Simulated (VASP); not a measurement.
A run of VASP 6.6.1 is set up as follows.

POSCAR

```
H2Pb
1.0
   -2.1247372726      2.1247372726      6.0599538983
    2.1247372726     -2.1247372726      6.0599538983
    2.1247372726      2.1247372726     -6.0599538983
Pb H
2 4
Direct
    0.7500000000      0.2500000000      0.5000000000
    0.0000000000      0.0000000000      0.0000000000
    0.5525544504      0.0525544504      0.5000000000
    0.8025544504      0.8025544504      0.0000000000
    0.1974455496      0.1974455496      0.0000000000
    0.9474455496      0.4474455496      0.5000000000
```

The input INCAR.step1:

```
SYSTEM = H2Pb
ALGO = Normal ; EDIFF = 1E-4
ENCUT = 520 ; GGA = PE
ISMEAR = -1 ; LASPH = .TRUE.
LCHARG = .FALSE. ; LREAL = .FALSE.
LWAVE = .TRUE. ; NBANDS = 25
NELM = 60 ; PREC = Accurate
SIGMA = 0.03
```

INCAR.step2

```
SYSTEM = H2Pb
ALGO = Normal ; BPARAM = 11.95
CPARAM = 0.0093 ; EDIFF = 1E-7
ENCUT = 520 ; ISIF = 2
ISMEAR = -1 ; ISTART = 1
IVDW_NL = 2 ; LASPH = .TRUE.
LCHARG = .FALSE. ; LMIXTAU = .TRUE.
LREAL = .FALSE. ; LUSE_VDW = .TRUE.
LWAVE = .FALSE. ; METAGGA = R2SCAN
NBANDS = 25 ; NELM = 60
PREC = Accurate ; SIGMA = 0.03
```

Contents of KPOINTS:

```
k-points
0
G
  10 10 10
  0 0 0
```

Potentials or basis: VASP PAW PBE potentials, release 64 (Pb_d, H).

Launch:

```console
$ cat potpaw_PBE.64/Pb_d/POTCAR potpaw_PBE.64/H/POTCAR > POTCAR
$ cp INCAR.step1 INCAR
$ mpirun -np 1 vasp_std > vasp.out
$ cp INCAR.step2 INCAR
$ mpirun -np 1 vasp_std > vasp.out
```

(1) Estimate the pressure.

(2) Estimate the band gap on the k mesh.

(3) Predict the largest force.

Answers

(1) -0.2 GPa.

(2) zero (bands 16 and 17 overlap by 1.23 eV).

(3) 0.010 eV/Å.

Caveat: the PAW data sets were made with another functional, which shifts forces and pressure a little; spin-orbit coupling is left out, which moves the levels of the heavy elements.
